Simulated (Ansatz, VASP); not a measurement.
# One calculation of Mo, two programs

Contents of INCAR:

```
SYSTEM = Mo
  ALGO = Fast
  EDIFF = 1E-7
  ENCUT = 520
  GGA = PE
  ISIF = 2
  ISMEAR = 0
  LASPH = .True.
  LCHARG = .False.
  LREAL = .False.
  LWAVE = .False.
  NBANDS = 13
  NELM = 100
  PREC = Accurate
  SIGMA = 0.1
```

KPOINTS

```
k-points
0
Gamma
  16 16 14
  0 0 0
```

Contents of POSCAR:

```
Mo
1.0
    2.7360574993     -0.1641306238      0.0777979157
   -1.5101700394      2.6157101120     -0.1555969568
    0.0726693391     -0.1258682013      2.6476526895
Mo
1
Direct
    0.0000000000      0.0000000000      0.5000000000
```

Input for Ansatz:

```yaml
crystal:
  lattice:
    - [2.7360574993, -0.1641306238, 0.0777979157]
    - [-1.5101700394, 2.615710112, -0.1555969568]
    - [0.0726693391, -0.1258682013, 2.6476526895]
  atoms:
    - { symbol: Mo, position: [0.0, 0.0, 0.5] }
basis:
  ecutwfc: 420
kpoints:
  mp_grid: { grid: [16, 16, 14] }
hamiltonian:
  xc: pbe
scf:
  occupations: { method: gaussian, width: 0.1 }
output:
  forces: true
  stress: true
  eigenvalues: true
```

Alike in both runs: task single point; functional PBE; k mesh 16 × 16 × 14; occupations gaussian, width 0.1 eV; no spin polarisation.

|  | VASP | Ansatz |
| --- | --- | --- |
| version | VASP 6.6.1 | Ansatz 0.2.0 |
| potentials or method | VASP PAW PBE potentials, release 64 (Mo_sv), cutoff 520 eV | scalar-relativistic, plane waves, PAW |
| valence electrons in the cell | 14 | 14 |

VASP gave:

| Quantity | Value |
| --- | --- |
| gap on the k mesh at the Fermi level (eV) | none |
| pressure (GPa) | -13.9 |
| traceless stress, the component that is largest in VASP (GPa) | -6.84 |

Problem. What did Ansatz give for the same quantities?

Solution. gap on the k mesh at the Fermi level (eV): none; pressure (GPa): -14.3; traceless stress, the component that is largest in VASP (GPa): -6.83.

A gap of «none» marks a metal or a gap that the smearing closes. Ansatz's warnings: near symmetry operations not taken.
